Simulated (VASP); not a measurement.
The system is TiAl3.

```
Ti Al
1.0
     2.83968    0.00000    0.00000
     0.00000    4.68126    0.00000
     0.00000    0.00000    4.90074
Ti Al
1 3
Cartesian
  0.0000 2.3406 0.8131
  0.0000 0.0000 4.0965
  1.4198 0.0000 1.6217
  1.4198 2.3406 3.2701
```

Base run:

* Program: VASP 6.6.1
* Functional: r2SCAN
* Potentials or basis: VASP PAW PBE potentials, release 64 (Ti_sv, Al)
* Cutoff: 520 eV
* k mesh: 9 × 6 × 6
* Occupations: fermi-dirac, width 0.05 eV
* Spin: no spin polarisation

Its results: band gap on the k mesh zero (an odd number of electrons rules out a gap without spin polarisation); pressure -2.2 GPa; largest force 0.053 eV/Å.

Question: The run is repeated on the same cell with these changes: functional from r2SCAN to PBE. What comes out?

Answer: Band gap on the k mesh zero (an odd number of electrons rules out a gap without spin polarisation); pressure 0.0 GPa; largest force 0.040 eV/Å.

Caveats: the PAW data sets were made with another functional, which shifts forces and pressure a little (at least some runs).
